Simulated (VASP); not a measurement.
Here is a VASP 6.6.1 calculation.

File INCAR:

```
SYSTEM = Ta5Si
ALGO     = Normal         ! electronic algorithm
EDIFF    = 1E-7           ! SCF threshold, eV
EDIFFG   = -0.04          ! ionic threshold
ENCUT    = 600            ! plane-wave cutoff, eV
GGA      = PE             ! functional
IBRION   = 2              ! ionic algorithm
ISIF     = 3              ! what is computed and relaxed
ISMEAR   = 0              ! smearing method
LASPH    = .True.         ! aspherical terms in the spheres
LCHARG   = .False.        ! write CHGCAR
LREAL    = .False.        ! projectors in reciprocal space
LWAVE    = .False.        ! write WAVECAR
NELM     = 60             ! most SCF steps
NSW      = 90             ! ionic steps
PREC     = Accurate       ! precision mode
SIGMA    = 0.1            ! smearing width, eV
```

Contents of KPOINTS:

```
k-points
0
Gamma
  4 4 4
  0 0 0
```

File POSCAR:

```
Ta5Si
1.0
    0.0000000000      3.6505364000      3.6505364000
    3.6505364000      0.0000000000      3.6505364000
    3.6505364000      3.6505364000      0.0000000000
Ta Si
5 1
Direct
    0.7500000000      0.7500000000      0.7500000000
    0.3758891600      0.3758891600      0.8723325100
    0.3758891600      0.8723325100      0.3758891600
    0.3758891600      0.3758891600      0.3758891600
    0.8723325100      0.3758891600      0.3758891600
    0.0000000000      0.0000000000      0.0000000000
```

Potentials or basis: VASP PAW PBE potentials, release 64 (Ta_pv, Si).

Run with:

```sh
$ cat potpaw_PBE.64/Ta_pv/POTCAR potpaw_PBE.64/Si/POTCAR > POTCAR
$ mpirun -np 1 vasp_std > vasp.out
```

(1) Predict the space group after relaxing (to 0.05 Å).

(2) Estimate the relaxed volume.

(3) Predict the relaxed cell.

Answers

(1) F-43m (No. 216).

(2) 18.74 Å³/atom.

(3) a = 5.418 Å, b = 5.418 Å, c = 5.418 Å, α = 60.00°, β = 60.00°, γ = 60.00°.

Caveat: the k points lie up to 0.36 Å⁻¹ apart in the final cell; the volume moved by over 15 % at a fixed basis, so the end points are rough.
